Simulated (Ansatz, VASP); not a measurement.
# BeTe: VASP beside Ansatz

```
Be Te
1.0
     0.00000    2.72845    2.77000
     2.72845    0.00000    2.77000
     2.72845    2.72845    0.00000
Be Te
1 1
Direct
  0.00000 0.00000 0.00000
  0.75000 0.75000 0.75000
```

Change from the starting cell: strain -0.015 along x and y, +0.000 along z, atoms carried along.

Alike in both runs: task single point; functional PBE; k mesh 8 × 8 × 8; occupations gaussian, width 0.05 eV; no spin polarisation.

```csv
,VASP,Ansatz
version,VASP 6.6.1,Ansatz 0.2.0
potentials or method,"VASP PAW PBE potentials, release 64 (Be, Te), cutoff 520 eV","scalar-relativistic, plane waves, PAW"
valence electrons in the cell,8,18
```

Ansatz gave:

```
gap on the k mesh at the Fermi level (eV)                     : 1.71
least direct gap on the mesh (eV)                             : 3.52
pressure (GPa)                                                : 6.6
traceless stress, the component that is largest in VASP (GPa) : -0.67
```

Task: Which values does VASP return?

Result: gap on the k mesh at the Fermi level (eV): 1.70; least direct gap on the mesh (eV): 3.49; pressure (GPa): 6.8; traceless stress, the component that is largest in VASP (GPa): -0.66.

The functional is the same, so the differences come from potentials, cutoffs and numerics. VASP's potentials hold 8 valence electrons a cell and Ansatz's 18, so a difference there can come from the potentials and not from the codes.

Spin-orbit coupling is off throughout.
